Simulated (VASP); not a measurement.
# CaWO4 in VASP: density of states with PBE

Aim: the density of states of CaWO4 with PBE.

Everything below comes from runs of VASP 6.6.1. Logs are shortened: lines on timing, memory, paths and dates and some standing lists are left out, and cuts for length are marked.

## (1) The cell of the first run

The cell holds an amorphous packing of atoms, 12 atoms: a = 6.354 Å, b = 4.786 Å, c = 6.113 Å, α = 76.58°, β = 88.90°, γ = 100.53°.

## (2) Density of states, PBE

POSCAR reads:

```
CaWO4
1.0
    6.2150950000     -0.4183940000      1.2535240000
   -0.5845860000      4.7496760000      0.0505700000
   -0.9862930000      1.2447660000      5.9028760000
Ca W O
2 2 8
Direct
    0.5736750000      0.4139500000      0.5413780000
    0.9431740000      0.0167310000      0.4961640000
    0.2931980000      0.8051410000      0.8381380000
    0.7421130000      0.7707970000      0.0309730000
    0.4647950000      0.1810380000      0.0344010000
    0.3345540000      0.7936750000      0.3967760000
    0.9789180000      0.4042340000      0.1180210000
    0.1793790000      0.4648080000      0.5926520000
    0.8375200000      0.3784950000      0.8605700000
    0.0586050000      0.1707290000      0.8914030000
    0.0972680000      0.7929740000      0.1973130000
    0.5915630000      0.0445880000      0.2957060000
```

INCAR.step1 reads:

```
SYSTEM = CaWO4
ALGO = Normal
EDIFF = 1E-6
ENCUT = 520
GGA = PE
ISIF = 2
ISMEAR = -1
LASPH = .True.
LCHARG = .True.
LMAXMIX = 4
LREAL = .False.
LWAVE = .False.
NBANDS = 60
NELM = 100
PREC = Accurate
SIGMA = 0.1
```

KPOINTS.step1 reads:

```
Automatic mesh
0
Gamma
  3 4 3
  0 0 0.5
```

INCAR.step2 reads:

```
SYSTEM = CaWO4
ALGO = Normal
EDIFF = 1E-6
ENCUT = 520
GGA = PE
ICHARG = 11
ISIF = 2
ISMEAR = -5
LASPH = .True.
LCHARG = .False.
LMAXMIX = 4
LORBIT = 10
LREAL = .False.
LWAVE = .False.
NBANDS = 60
NEDOS = 2001
NELM = 100
PREC = Accurate
SIGMA = 0.1
```

KPOINTS.step2 reads:

```
k-points
0
Gamma
  5 6 5
  0 0 0
```

Potentials or basis: VASP PAW PBE potentials, release 64 (Ca_sv, W_sv, O).

Run with:

```bash
$ cat potpaw_PBE.64/Ca_sv/POTCAR potpaw_PBE.64/W_sv/POTCAR potpaw_PBE.64/O/POTCAR > POTCAR
$ cp INCAR.step1 INCAR
$ cp KPOINTS.step1 KPOINTS
$ mpirun -np 1 vasp_std > vasp.out
$ cp INCAR.step2 INCAR
$ cp KPOINTS.step2 KPOINTS
$ mpirun -np 1 vasp_std > vasp.out
```

OUTCAR:

```text
SYSTEM = CaWO4
   EDIFF = 1E-6
   ENCUT = 520
   GGA = PE
   ICHARG = 11
   ISIF = 2
   ISMEAR = -5
   LASPH = .True.
   LORBIT = 10
   LREAL = .False.
   NELM = 100
   PREC = Accurate

 ion  position               nearest neighbor table
   1  0.574  0.414  0.541-   3 3.24   4 3.24
   2  0.943  0.017  0.496-   3 3.22
   3  0.293  0.805  0.838-   8 2.48  11 2.49   5 2.49  10 2.57   6 2.72   4 3.12   2 3.22   1 3.24

   4  0.742  0.771  0.031-   7 2.49  11 2.49  10 2.49   9 2.51  12 2.58   3 3.12   1 3.24
   5  0.465  0.181  0.034-  12 1.84   3 2.49
   6  0.335  0.794  0.397-  12 1.84   8 1.84  11 1.96   3 2.72
   7  0.979  0.404  0.118-   9 1.84   4 2.49
   8  0.179  0.465  0.593-   6 1.84   3 2.48
   9  0.838  0.378  0.861-   7 1.84  10 1.85   4 2.51
  10  0.059  0.171  0.891-   9 1.85   4 2.49   3 2.57
  11  0.097  0.793  0.197-   6 1.96   3 2.49   4 2.49
  12  0.592  0.045  0.296-   5 1.84   6 1.84   4 2.58

  LATTYP: Found a triclinic cell.
 ALAT       =     7.2224162524
 B/A-ratio  =     1.2324870930
 C/A-ratio  =     0.6626290937
 COS(alpha) =     0.0288777093
 COS(beta)  =     0.5018561744
 COS(gamma) =     0.6587695865

  Lattice vectors:

 A1 = (  -5.6305090000,  -4.3312820000,  -1.3040940000)
 A2 = (  -5.2288020000,  -0.8263720000,  -7.1564000000)
 A3 = (   0.5845860000,  -4.7496760000,  -0.0505700000)

Analysis of symmetry for initial positions (statically):
=====================================================================
 Subroutine PRICEL returns:
 Original cell was already a primitive cell.

 Routine SETGRP: Setting up the symmetry group for a
 triclinic supercell.

 Subroutine GETGRP returns: Found  1 space group operations
 (whereof  1 operations were pure point group operations)
 out of a pool of  2 trial point group operations.

The static configuration has the point symmetry C_1 .

Analysis of symmetry for dynamics (positions and initial velocities):
=====================================================================
 Subroutine PRICEL returns:
 Original cell was already a primitive cell.

 Routine SETGRP: Setting up the symmetry group for a
 triclinic supercell.

 Subroutine GETGRP returns: Found  1 space group operations
 (whereof  1 operations were pure point group operations)
 out of a pool of  2 trial point group operations.

The dynamic configuration has the point symmetry C_1 .

 Subroutine INISYM returns: Found  1 space group operations
 (whereof  1 operations are pure point group operations),
 and found     1 'primitive' translations

----------------------------------------------------------------------------------------

                                     Primitive cell

  volume of cell :     177.3970

  direct lattice vectors                    reciprocal lattice vectors
     6.215095000 -0.418394000  1.253524000     0.157690385  0.019170910  0.022305335
    -0.584586000  4.749676000  0.050570000     0.022717814  0.213776320 -0.041284125
    -0.986293000  1.244766000  5.902876000    -0.033681467 -0.005902523  0.165025907

  length of vectors
     6.354036655  4.785783136  6.112786709     0.160409816  0.218908184  0.168531395

  position of ions in fractional coordinates (direct lattice)
     0.573675000  0.413950000  0.541378000
     0.943174000  0.016731000  0.496164000
     0.293198000  0.805141000  0.838138000
     0.742113000  0.770797000  0.030973000
     0.464795000  0.181038000  0.034401000
     0.334554000  0.793675000  0.396776000
     0.978918000  0.404234000  0.118021000
     0.179379000  0.464808000  0.592652000
     0.837520000  0.378495000  0.860570000
     0.058605000  0.170729000  0.891403000
     0.097268000  0.792974000  0.197313000
     0.591563000  0.044588000  0.295706000

  ion indices of the primitive-cell ions
   primitive index   ion index
                 1           1
                 2           2
                 3           3
                 4           4
                 5           5
                 6           6
                 7           7
                 8           8
                 9           9
                10          10
                11          11
                12          12

----------------------------------------------------------------------------------------

 KPOINTS: k-points

Automatic generation of k-mesh.
 Grid dimensions read from file:
 generate k-points for:    5    6    5

 Generating k-lattice:

  Cartesian coordinates                     Fractional coordinates (reciprocal lattice)
     0.031538077  0.003834182  0.004461067     0.200000000 -0.000000000  0.000000000
     0.003786302  0.035629387 -0.006880688     0.000000000  0.166666667  0.000000000
    -0.006736293 -0.001180505  0.033005181     0.000000000 -0.000000000  0.200000000

  Length of vectors
     0.032081963  0.036484697  0.033706279

  Shift w.r.t. Gamma in fractional coordinates (k-lattice)
     0.000000000  0.000000000  0.000000000

 TETIRR: Found    448 inequivalent tetrahedra from      900

 Subroutine IBZKPT returns following result:
 ===========================================

 Found     76 irreducible k-points:

 Following reciprocal coordinates:
            Coordinates               Weight
  0.000000  0.000000  0.000000      1.000000
  0.200000 -0.000000  0.000000      2.000000
  0.400000 -0.000000  0.000000      2.000000
 -0.000000  0.166667  0.000000      2.000000
  0.200000  0.166667  0.000000      2.000000
  0.400000  0.166667  0.000000      2.000000
[... 16 lines left out ...]
  0.200000  0.166667  0.200000      2.000000
  0.400000  0.166667  0.200000      2.000000
 [... further k-points ...]
   k-points           NKPTS =     76   k-points in BZ     NKDIM =     76   number of bands    NBANDS=     60
   number of dos      NEDOS =   2001   number of ions     NIONS =     12
   total plane-waves  NPLWV =  82944
   dimension x,y,z NGX =    48 NGY =   36 NGZ =   48
   dimension x,y,z NGXF=    96 NGYF=   72 NGZF=   96
   ions per type =               2   2   8
   NGX,Y,Z   is equivalent  to a cutoff of  12.56, 12.51, 13.05 a.u.
   NGXF,Y,Z  is equivalent  to a cutoff of  25.12, 25.01, 26.11 a.u.
 SYSTEM =  CaWO4
   PREC   = accura    normal or accurate (medium, high low for compatibility)
   ISTART =      0    job   : 0-new  1-cont  2-samecut
   ICHARG =     11    charge: 1-file 2-atom 10-const
   ISPIN  =      1    spin polarized calculation?
   LNONCOLLINEAR =      F non collinear calculations
   LSORBIT =      F    spin-orbit coupling
   LASPH  =      T    aspherical Exc in radial PAW
   ENCUT  =  520.0 eV  38.22 Ry    6.18 a.u.  11.81  8.90 11.37*2*pi/ulx,y,z
   NELM   =    100;   NELMIN=  2; NELMDL=  0     # of ELM steps
   EDIFF  = 0.1E-05   stopping-criterion for ELM
   LREAL  =      F    real-space projection
   EDIFFG = 0.1E-04   stopping-criterion for IOM
   NSW    =      0    number of steps for IOM
   IBRION =     -1    ionic relax: 0-MD 1-quasi-New 2-CG
   NFREE  =      0    steps in history (QN), initial steepest desc. (CG)
   ISIF   =      2    stress and relaxation
   ISYM   =      2    0-nonsym 1-usesym 2-fastsym
   POTIM  = 0.5000    time-step for ionic-motion
   TEBEG  =    0.0;   TEEND  =   0.0 temperature during run
   PSTRESS=    0.0 pullay stress
   NELECT =      96.0000    total number of electrons
   NUPDOWN=      -1.0000    fix difference up-down
   EMIN   =  10.00;   EMAX   =-10.00  energy-range for DOS
   EFERMI =   0.00;   METHOD = LEGACY
   ISMEAR =    -5;   SIGMA  =   0.10  broadening in eV -4-tet -1-fermi 0-gaus
   EFERMI_NEDOS =   21; number of points for ismear=-14 and -15
   IALGO  =     38    algorithm
   IMIX   =      4    mixing-type and parameters
     AMIX     =   0.40;   BMIX     =  1.00
     AMIX_MAG =   1.60;   BMIX_MAG =  1.00
  volume/ion in A,a.u.               =      14.78        99.76
  Fermi-wavevector in a.u.,A,eV,Ry     =   1.334084  2.521053 24.215376  1.779780
  Thomas-Fermi vector in A             =   2.462893
   LORBIT       =     10    0 simple, 1 ext, 2 COOP (PROOUT), +10 PAW based schemes
   GGA     = PE    functional components
   LHFCALC =     F    Hartree Fock is set to
   AEXX    =    0.0000 exact exchange contribution
   IVDW    =     0    specifies the selected vdW correction
   LEPSILON=     F    determine dielectric tensor
   LRPA    =     F    only Hartree local field effects (RPA)
 non-spin polarized calculation
 Fermi weights with tetrahedron method with Bloechl corrections
  energy-cutoff  :      520.00
  volume of cell :      177.40
 maximum number of plane-waves:      4801

 number of electron      96.0000005 magnetization

 Free energy of the ion-electron system (eV)
  ---------------------------------------------------
  ext. energy  EPLUGINS =         0.00000000
  ---------------------------------------------------
  free energy    TOTEN  =       -63.65863209 eV

  energy without entropy =      -63.65863209  energy(sigma->0) =      -63.65863209

 E-fermi :   3.5545     XC(G=0): -10.2560

 val. band max:        3.5902976193   @ k =  -0.2000   0.1667   0.2000
 cond. band min:       3.5292322173   @ k =  -0.4000   0.5000   0.2000
 fundamental gap:     -0.0610654020
 Fermi energy:         3.5545331114

 k-point     1 :       0.0000    0.0000    0.0000
  band No.  band energies     occupation
      1     -71.6831      2.00000
      2     -71.6276      2.00000
      3     -37.3926      2.00000
      4     -37.3134      2.00000
      5     -35.9714      2.00000
      6     -35.8609      2.00000
[... 1501 lines left out ...]
     59       5.9733      0.00000
     60       6.3069      0.00000

 [... further k-points ...]
[... 5 lines left out ...]
  --------------------------------------------------------------------------------------
  -------------------------------------------------------------------------------------
  Total      -16.4092959    -22.9522758    -16.0361386      7.5932104    -10.2108973     -1.9038589
  in kB     -148.2020690   -207.2955944   -144.8318645     68.5787801    -92.2206607    -17.1948770
  external PRESSURE =    -166.7765093 kB  Pullay stress =       0.0000000 kB

 VOLUME and BASIS-vectors are now :
 -----------------------------------------------------------------------------
  energy-cutoff  :      520.00
  volume of cell :      177.40
      direct lattice vectors                 reciprocal lattice vectors
     6.215095000 -0.418394000  1.253524000     0.157690385  0.019170910  0.022305335
    -0.584586000  4.749676000  0.050570000     0.022717814  0.213776320 -0.041284125
    -0.986293000  1.244766000  5.902876000    -0.033681467 -0.005902523  0.165025907

 POSITION                                       TOTAL-FORCE (eV/Angst)
 -----------------------------------------------------------------------------------
      2.78950      2.40000      3.93574        -1.673068     -0.115511      0.104302
      5.36277      0.30246      4.11193         1.627880      0.692506     -0.581705
      0.52493      4.74477      5.35567        -1.339480     -0.061529      3.114485
      4.13116      3.38909      1.15207         2.734907     -0.311427     -0.904458
      2.74898      0.70823      0.79485        -0.290096     -1.106287     -2.733988
      1.22398      4.12362      2.80163        -0.052037      0.016410      2.975271
      5.73136      1.65732      1.94420        -1.569580      3.633870      0.081293
      0.25861      2.87035      3.74671         1.108882      1.605973      1.168293
      4.13523      2.51852      6.14883        -2.572035      1.642702     -1.370108
     -0.61475      1.89598      5.34394         1.121206     -4.844079     -0.720176
     -0.05364      3.97128      1.32674        -0.984555     -0.398245     -1.514974
      3.35890      0.33236      2.48931         1.887976     -0.754384      0.381764
 -----------------------------------------------------------------------------------
    total drift:                                0.000565      0.016763     -0.007158

  FREE ENERGIE OF THE ION-ELECTRON SYSTEM (eV)
  ---------------------------------------------------
  free  energy   TOTEN  =       -63.6586320871 eV

  energy  without entropy=      -63.6586320871  energy(sigma->0) =      -63.65863209

 total charge

# of ion       s       p       d       tot
------------------------------------------
    1        2.036   5.837   0.229   8.102
    2        2.026   5.839   0.217   8.082
    3        2.310   6.064   2.993  11.367
    4        2.297   6.073   3.017  11.387
    5        1.622   3.078   0.000   4.700
    6        1.657   3.047   0.000   4.705
    7        1.634   3.082   0.000   4.715
    8        1.609   3.176   0.000   4.785
    9        1.618   3.144   0.000   4.762
   10        1.643   3.087   0.000   4.730
   11        1.620   3.140   0.000   4.760
   12        1.612   3.161   0.000   4.772
--------------------------------------------------
tot         21.683  48.729   6.456  76.867
```

Wall time 16 min (1 thread of Intel Xeon Platinum 8259CL at 2.50GHz (Skylake/Cascade Lake), shared host); peak memory 0.7 GiB.

Results:

| Quantity | Value |
| --- | --- |
| Valence electrons inside the program's atomic spheres | Ca 8.10, 8.08; W 11.37, 11.39; O 4.70, 4.71, 4.79, 4.76, 4.73, 4.77 |

Levels at points of the mesh, in eV from the Fermi level:
```csv
k point,band 44,band 45,band 46,band 47,band 48,band 49,band 50,band 51,band 52,band 53
"(0.00, 0.00, 0.00)",-1.15,-0.75,-0.47,-0.43,0.08,0.28,0.32,0.49,0.58,0.92
"(0.00, 0.50, 0.00)",-0.96,-0.62,-0.49,-0.36,-0.06,0.00,0.20,0.42,0.61,0.83
```

Caveat: spin-orbit coupling is left out, which moves the levels of the heavy elements; tetrahedron occupations give inexact forces and stress in metals.
